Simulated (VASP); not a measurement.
# P (P6_3/mmc) in VASP: a series of runs

Runs on P. Level: PBE. Tasks: single point, relaxation of cell and atoms.

All numbers are computed with VASP 6.6.1; they aren't measurements. Logs are shortened: lines on timing, memory, paths and dates and some standing lists are left out, and cuts for length are marked.

**1. The cell of the first run**

It takes space group P6_3/mmc (No. 194, hexagonal). Conventional cell: a = 2.706 Å, b = 2.706 Å, c = 4.605 Å, α = 90.00°, β = 90.00°, γ = 120.00°. P (site symmetry -6m2) has 12 P at 2.71 to 2.78 Å within 3.6 Å.

**2. Single point, PBE**

Contents of INCAR:

```
PREC = Accurate ; ENCUT = 520
EDIFF = 1E-6 ; ISMEAR = 0
SIGMA = 0.1 ; LREAL = F
LASPH = T ; NELM = 100
ALGO = Normal ; ISIF = 2
LWAVE = F ; LCHARG = F
GGA = PE ; NBANDS = 12
```

Contents of KPOINTS:

```
regular mesh
0
Gamma
  6 6 4
```

Contents of POSCAR:

```
P
1.0
    2.7064198339      0.0000000000      0.0000000000
   -1.3532099170      2.3438283295      0.0000000000
    0.0000000000      0.0000000000      4.6052287155
P
2
Direct
    0.3333333333      0.6666666667      0.2500000000
    0.6666666667      0.3333333333      0.7500000000
```

Potentials or basis: VASP PAW PBE potentials, release 64 (P).

Run with:

```
$ cat potpaw_PBE.64/P/POTCAR > POTCAR
$ mpirun -np 1 vasp_std > vasp.out
```

OUTCAR:

```text
PREC = Accurate
   ENCUT = 520
   EDIFF = 1E-6
   ISMEAR = 0
   LREAL = F
   LASPH = T
   NELM = 100
   ISIF = 2
   GGA = PE

 ion  position               nearest neighbor table
   1  0.333  0.667  0.250-   2 2.78   2 2.78   2 2.78   2 2.78   2 2.78   2 2.78
   2  0.667  0.333  0.750-   1 2.78   1 2.78   1 2.78   1 2.78   1 2.78   1 2.78

  LATTYP: Found a hexagonal cell.
 ALAT       =     2.7064198339
 C/A-ratio  =     1.7015943564

  Lattice vectors:

 A1 = (   2.7064198339,   0.0000000000,   0.0000000000)
 A2 = (  -1.3532099170,   2.3438283295,   0.0000000000)
 A3 = (   0.0000000000,   0.0000000000,   4.6052287155)

Analysis of symmetry for initial positions (statically):
=====================================================================
 Subroutine PRICEL returns:
 Original cell was already a primitive cell.

 Routine SETGRP: Setting up the symmetry group for a
 hexagonal supercell.

 Subroutine GETGRP returns: Found 24 space group operations
 (whereof 12 operations were pure point group operations)
 out of a pool of 24 trial point group operations.

The static configuration has the point symmetry D_3d.
 The point group associated with its full space group is D_6h.

Analysis of symmetry for dynamics (positions and initial velocities):
=====================================================================
 Subroutine PRICEL returns:
 Original cell was already a primitive cell.

 Routine SETGRP: Setting up the symmetry group for a
 hexagonal supercell.

 Subroutine GETGRP returns: Found 24 space group operations
 (whereof 12 operations were pure point group operations)
 out of a pool of 24 trial point group operations.

The dynamic configuration has the point symmetry D_3d.
 The point group associated with its full space group is D_6h.

 Subroutine INISYM returns: Found 24 space group operations
 (whereof 12 operations are pure point group operations),
 and found     1 'primitive' translations

----------------------------------------------------------------------------------------

                                     Primitive cell

  volume of cell :      29.2127

  direct lattice vectors                    reciprocal lattice vectors
     2.706419834  0.000000000  0.000000000     0.369491824  0.213326204  0.000000000
[... 80 lines left out ...]
   ENCUT  =  520.0 eV  38.22 Ry    6.18 a.u.   5.03  5.03  8.56*2*pi/ulx,y,z
   NELM   =    100;   NELMIN=  2; NELMDL= -5     # of ELM steps
   EDIFF  = 0.1E-05   stopping-criterion for ELM
   LREAL  =      F    real-space projection
[... 7 lines left out ...]
   TEBEG  =    0.0;   TEEND  =   0.0 temperature during run
   PSTRESS=    0.0 pullay stress
   NELECT =      10.0000    total number of electrons
   NUPDOWN=      -1.0000    fix difference up-down
   EMIN   =  10.00;   EMAX   =-10.00  energy-range for DOS
   EFERMI =   0.00;   METHOD = LEGACY
   ISMEAR =     0;   SIGMA  =   0.10  broadening in eV -4-tet -1-fermi 0-gaus
   EFERMI_NEDOS =   21; number of points for ismear=-14 and -15
   IALGO  =     38    algorithm
   IMIX   =      4    mixing-type and parameters
     AMIX     =   0.40;   BMIX     =  1.00
     AMIX_MAG =   1.60;   BMIX_MAG =  1.00
  volume/ion in A,a.u.               =      14.61        98.57
  Fermi-wavevector in a.u.,A,eV,Ry     =   1.145207  2.164128 17.844038  1.311500
  Thomas-Fermi vector in A             =   2.281897
   LORBIT       =      0    0 simple, 1 ext, 2 COOP (PROOUT), +10 PAW based schemes
   GGA     = PE    functional components
   LHFCALC =     F    Hartree Fock is set to
   AEXX    =    0.0000 exact exchange contribution
   IVDW    =     0    specifies the selected vdW correction
   LEPSILON=     F    determine dielectric tensor
   LRPA    =     F    only Hartree local field effects (RPA)
 non-spin polarized calculation
 Gauss-broadening in eV      SIGMA  =   0.10
  energy-cutoff  :      520.00
  volume of cell :       29.21
 maximum number of plane-waves:       813
 NGX is ok and might be reduce to    20
   NGX =  9   NGY =  9   NGZ = 17

 number of electron      10.0000001 magnetization

 Free energy of the ion-electron system (eV)
  ---------------------------------------------------
  ext. energy  EPLUGINS =         0.00000000
  ---------------------------------------------------
  free energy    TOTEN  =        -9.26424850 eV

  energy without entropy =       -9.26236738  energy(sigma->0) =       -9.26330794

 E-fermi :   9.6107     XC(G=0): -11.4591

 val. band max:        9.4150934909   @ k =   0.3333  -0.0000   0.0000
 cond. band min:       9.7078228256   @ k =   0.1667   0.1667   0.5000
 fundamental gap:      0.2927293347
 Fermi energy:         9.6106805307

 k-point     1 :       0.0000    0.0000    0.0000
  band No.  band energies     occupation
      1      -6.5694      2.00000
      2      -1.3072      2.00000
      3       1.6314      2.00000
      4      14.9439      0.00000
      5      14.9439      0.00000
      6      15.8092      0.00000
      7      16.5613      0.00000
      8      16.5613      0.00000
      9      20.1114      0.00000
     10      20.6761      0.00000
     11      21.5765      0.00000
     12      21.5765      0.00000
[... 286 lines left out ...]
 k-point    21 :       0.3333    0.3333    0.5000
  band No.  band energies     occupation
      1       1.7574      2.00000
      2       1.7574      2.00000
      3       3.9318      2.00000
      4       3.9318      2.00000
      5       5.0160      2.00000
      6       5.0160      2.00000
      7      13.2557      0.00000
      8      13.2557      0.00000
      9      18.4400      0.00000
     10      18.4400      0.00000
     11      19.3807      0.00000
     12      19.3807      0.00000

------------------------ aborting loop because EDIFF is reached ----------------------------------------

  FORCE on cell =-STRESS in cart. coord.  units (eV):
  Direction    XX          YY          ZZ          XY          YZ          ZX
  --------------------------------------------------------------------------------------
  -------------------------------------------------------------------------------------
  Total       -0.0371548     -0.0371548     -0.0321460      0.0000000     -0.0000000      0.0000000
  in kB       -2.0377638     -2.0377638     -1.7630509      0.0000000     -0.0000000      0.0000000
  external PRESSURE =      -1.9461929 kB  Pullay stress =       0.0000000 kB

 VOLUME and BASIS-vectors are now :
 -----------------------------------------------------------------------------
  energy-cutoff  :      520.00
  volume of cell :       29.21
      direct lattice vectors                 reciprocal lattice vectors
     2.706419834  0.000000000  0.000000000     0.369491824  0.213326204  0.000000000
    -1.353209917  2.343828329  0.000000000     0.000000000  0.426652408  0.000000000
     0.000000000  0.000000000  4.605228716     0.000000000  0.000000000  0.217144481

 POSITION                                       TOTAL-FORCE (eV/Angst)
 -----------------------------------------------------------------------------------
     -0.00000      1.56255      1.15131         0.000000      0.000000      0.000000
      1.35321      0.78128      3.45392        -0.000000      0.000000      0.000000
 -----------------------------------------------------------------------------------
    total drift:                               -0.000000      0.000000      0.000000

  FREE ENERGIE OF THE ION-ELECTRON SYSTEM (eV)
  ---------------------------------------------------
  free  energy   TOTEN  =        -9.2642485000 eV

  energy  without entropy=       -9.2623673777  energy(sigma->0) =       -9.26330794
```

It took 4.8 s on 1 thread of Intel Xeon 6975P-C, shared host; peak memory 0.13 GiB.

What came out:

- Free energy: -9.2642 eV
- Pressure: -0.2 GPa
- Band gap on the k mesh: zero (band 5 reaches 15.81 eV, above the bottom of band 6 at 5.02 eV)

Caveat: the k points lie up to 0.45 Å⁻¹ apart.

**3. Relaxation of cell and atoms, PBE**

This run uses another cell than the first one, of 30.02 Å³/atom, 2.055 times its volume.

Contents of INCAR:

```
  PREC = Accurate
  ENCUT = 600
  EDIFF = 1E-6
  ISMEAR = 0
  SIGMA = 0.1
  LREAL = F
  LASPH = T
  NELM = 100
  ALGO = Normal
  ISIF = 3
  LWAVE = F
  LCHARG = F
  GGA = PE
  IBRION = 2
  NSW = 90
  EDIFFG = -0.04
```

Contents of KPOINTS:

```
Automatic mesh
0
Gamma
  6 6 4
```

Contents of POSCAR:

```
P
1.0
    3.4954760324      0.0000000000      0.0000000000
   -1.7477380162      3.0271710424      0.0000000000
    0.0000000000      0.0000000000      5.6733427193
P
2
Direct
    0.3333333333      0.6666666667      0.2500000000
    0.6666666667      0.3333333333      0.7500000000
```

Potentials or basis: VASP PAW PBE potentials, release 64 (P).

Run with:

```
$ cat potpaw_PBE.64/P/POTCAR > POTCAR
$ mpirun -np 1 vasp_std > vasp.out
```

OUTCAR:

```text
PREC = Accurate
   ENCUT = 600
   EDIFF = 1E-6
   ISMEAR = 0
   LREAL = F
   LASPH = T
   NELM = 100
   ISIF = 3
   GGA = PE
   IBRION = 2
   NSW = 90
   EDIFFG = -0.04

 ion  position               nearest neighbor table
   1  0.333  0.667  0.250-
   2  0.667  0.333  0.750-

  LATTYP: Found a hexagonal cell.
 ALAT       =     3.4954760324
 C/A-ratio  =     1.6230529595

  Lattice vectors:

 A1 = (   3.4954760324,   0.0000000000,   0.0000000000)
 A2 = (  -1.7477380162,   3.0271710424,   0.0000000000)
 A3 = (   0.0000000000,   0.0000000000,   5.6733427193)

Analysis of symmetry for initial positions (statically):
=====================================================================
 Subroutine PRICEL returns:
 Original cell was already a primitive cell.

 Routine SETGRP: Setting up the symmetry group for a
 hexagonal supercell.

 Subroutine GETGRP returns: Found 24 space group operations
 (whereof 12 operations were pure point group operations)
 out of a pool of 24 trial point group operations.

The static configuration has the point symmetry D_3d.
 The point group associated with its full space group is D_6h.

Analysis of symmetry for dynamics (positions and initial velocities):
=====================================================================
 Subroutine PRICEL returns:
 Original cell was already a primitive cell.

 Routine SETGRP: Setting up the symmetry group for a
 hexagonal supercell.

 Subroutine GETGRP returns: Found 24 space group operations
 (whereof 12 operations were pure point group operations)
 out of a pool of 24 trial point group operations.

The dynamic configuration has the point symmetry D_3d.
 The point group associated with its full space group is D_6h.

 Subroutine INISYM returns: Found 24 space group operations
 (whereof 12 operations are pure point group operations),
 and found     1 'primitive' translations

[... 82 lines left out ...]
   ISTART =      0    job   : 0-new  1-cont  2-samecut
   ICHARG =      2    charge: 1-file 2-atom 10-const
   ISPIN  =      1    spin polarized calculation?
   LNONCOLLINEAR =      F non collinear calculations
   LSORBIT =      F    spin-orbit coupling
   LASPH  =      T    aspherical Exc in radial PAW
   ENCUT  =  600.0 eV  44.10 Ry    6.64 a.u.   6.98  6.98 11.33*2*pi/ulx,y,z
   NELM   =    100;   NELMIN=  2; NELMDL= -5     # of ELM steps
   EDIFF  = 0.1E-05   stopping-criterion for ELM
   LREAL  =      F    real-space projection
   EDIFFG = -.4E-01   stopping-criterion for IOM
   NSW    =     90    number of steps for IOM
   IBRION =      2    ionic relax: 0-MD 1-quasi-New 2-CG
   NFREE  =      1    steps in history (QN), initial steepest desc. (CG)
   ISIF   =      3    stress and relaxation
   ISYM   =      2    0-nonsym 1-usesym 2-fastsym
   POTIM  = 0.5000    time-step for ionic-motion
   TEBEG  =    0.0;   TEEND  =   0.0 temperature during run
   PSTRESS=    0.0 pullay stress
   NELECT =      10.0000    total number of electrons
   NUPDOWN=      -1.0000    fix difference up-down
   EMIN   =  10.00;   EMAX   =-10.00  energy-range for DOS
   EFERMI =   0.00;   METHOD = LEGACY
   ISMEAR =     0;   SIGMA  =   0.10  broadening in eV -4-tet -1-fermi 0-gaus
   EFERMI_NEDOS =   21; number of points for ismear=-14 and -15
   IALGO  =     38    algorithm
   IMIX   =      4    mixing-type and parameters
     AMIX     =   0.40;   BMIX     =  1.00
     AMIX_MAG =   1.60;   BMIX_MAG =  1.00
  volume/ion in A,a.u.               =      30.02       202.56
  Fermi-wavevector in a.u.,A,eV,Ry     =   0.900770  1.702209 11.039592  0.811387
  Thomas-Fermi vector in A             =   2.023769
   LORBIT       =      0    0 simple, 1 ext, 2 COOP (PROOUT), +10 PAW based schemes
   GGA     = PE    functional components
   LHFCALC =     F    Hartree Fock is set to
   AEXX    =    0.0000 exact exchange contribution
   IVDW    =     0    specifies the selected vdW correction
   LEPSILON=     F    determine dielectric tensor
   LRPA    =     F    only Hartree local field effects (RPA)
 conjugate gradient relaxation of ions
 non-spin polarized calculation
 Gauss-broadening in eV      SIGMA  =   0.10
  energy-cutoff  :      600.00
  volume of cell :       60.03
 maximum number of plane-waves:      2020
 NGX is ok and might be reduce to    28
   NGX = 13   NGY = 13   NGZ = 23

--------------------------------------- Ionic step        1  -------------------------------------------

 number of electron      10.0000000 magnetization

 number of electron       9.9999999 magnetization

 Free energy of the ion-electron system (eV)
  ---------------------------------------------------
  ext. energy  EPLUGINS =         0.00000000
  ---------------------------------------------------
  free energy    TOTEN  =        -6.36817905 eV

  energy without entropy =       -6.36510084  energy(sigma->0) =       -6.36663994

 E-fermi :   1.9720     XC(G=0):  -8.4766

 val. band max:        1.9486629299   @ k =   0.1667   0.0000   0.0000
 cond. band min:       2.0986856681   @ k =   0.5000  -0.0000   0.0000
 fundamental gap:      0.1500227382
 Fermi energy:         1.9720359372
[... 760 lines left out ...]
--------------------------------------- Ionic step        8  -------------------------------------------

 number of electron      10.0000000 magnetization

 Free energy of the ion-electron system (eV)
  ---------------------------------------------------
  ext. energy  EPLUGINS =         0.00000000
  ---------------------------------------------------
  free energy    TOTEN  =        -9.26539742 eV

  energy without entropy =       -9.26351504  energy(sigma->0) =       -9.26445623

 E-fermi :   9.6118     XC(G=0): -11.4596

 val. band max:        9.4166173450   @ k =   0.3333  -0.0000   0.0000
 cond. band min:       9.7089165550   @ k =   0.1667   0.1667   0.5000
 fundamental gap:      0.2922992101
 Fermi energy:         9.6117860751
[... 279 lines left out ...]
  FREE ENERGIE OF THE ION-ELECTRON SYSTEM (eV)
  ---------------------------------------------------
  free  energy   TOTEN  =        -9.2653974227 eV

  energy  without entropy=       -9.2635150354  energy(sigma->0) =       -9.26445623

 reached required accuracy - stopping structural energy minimisation
```

OSZICAR:

```text
N       E                     dE             d eps       ncg     rms          rms(c)
DAV:   1     0.264269346195E+02    0.26427E+02   -0.43769E+03   378   0.995E+02
DAV:   2    -0.539546760049E+01   -0.31822E+02   -0.31361E+02   677   0.111E+02
DAV:   3    -0.640207850697E+01   -0.10066E+01   -0.99398E+00   412   0.233E+01
[... 62 lines left out ...]
DAV:   2    -0.926556126381E+01    0.33179E-03   -0.34958E-04   388   0.159E-01    0.784E-02
DAV:   3    -0.926540054071E+01    0.16072E-03   -0.29306E-04   396   0.109E-01    0.184E-02
DAV:   4    -0.926539938024E+01    0.11605E-05   -0.18482E-06   390   0.127E-02    0.122E-02
DAV:   5    -0.926539755353E+01    0.18267E-05   -0.10291E-07   189   0.314E-03    0.106E-03
DAV:   6    -0.926539742268E+01    0.13085E-06   -0.15950E-08   189   0.119E-03
   8 F= -.92653974E+01 E0= -.92644562E+01  d E =-.230044E-03
```

CONTCAR:

```text
P
   1.00000000000000
     2.7063646832765329   -0.0000000000000000    0.0000000000000000
    -1.3531823416382665    2.3437805676297709    0.0000000000000000
    -0.0000000000000000    0.0000000000000000    4.6049029611249637
  P
     2
Direct
     0.3333333332999970    0.6666666667000030    0.2500000000000000
     0.6666666667000030    0.3333333332999970    0.7500000000000000

  0.00000000E+00  0.00000000E+00  0.00000000E+00
  0.00000000E+00  0.00000000E+00  0.00000000E+00
```

It took 51 s on 1 thread of Intel Xeon 6975P-C, shared host; peak memory 0.19 GiB.

Results:

| Item | Value |
| --- | --- |
| Free energy | -9.2654 eV |
| Relaxed volume | 14.60 Å³/atom |
| Relaxed cell | a = 2.706 Å, b = 2.706 Å, c = 4.605 Å, α = 90.00°, β = 90.00°, γ = 120.00° |
| Space group after relaxing (to 0.05 Å) | P6_3/mmc (No. 194) |
| Energy gained by relaxing | 1448.6 meV/atom |
| Ionic steps | 8 |
| Pressure after relaxing | -0.1 GPa |
| Band gap on the k mesh | zero (band 5 reaches 15.82 eV, above the bottom of band 6 at 5.02 eV) |

Step by step:
| step | energy change (eV) | largest force (eV/Å) | pressure (GPa) | volume (Å³) |
| --- | --- | --- | --- | --- |
| 1 | 0.0000 | 0.0000 | -15.96 | 60.03 |
| 2 | -2.3884 | 0.0000 | -14.78 | 37.61 |
| 3 | -2.8589 | 0.0000 | -4.33 | 30.66 |
| 4 | -2.8790 | 0.0000 | 1.95 | 28.59 |
| 5 | -2.8818 | 0.0000 | 0.18 | 29.13 |
| 6 | -2.8816 | 0.0000 | 1.22 | 28.89 |
| 7 | -2.8970 | 0.0000 | 0.51 | 29.02 |
| 8 | -2.8972 | 0.0000 | -0.13 | 29.21 |

Final structure:
```
CELL_PARAMETERS angstrom
2.70636 0.00000 0.00000
-1.35318 2.34378 0.00000
0.00000 0.00000 4.60490
ATOMIC_POSITIONS crystal
P 0.33333 0.66667 0.25000
P 0.66667 0.33333 0.75000
```

Caveat: the volume moved by over 15 % at a fixed basis, so the end points are rough.
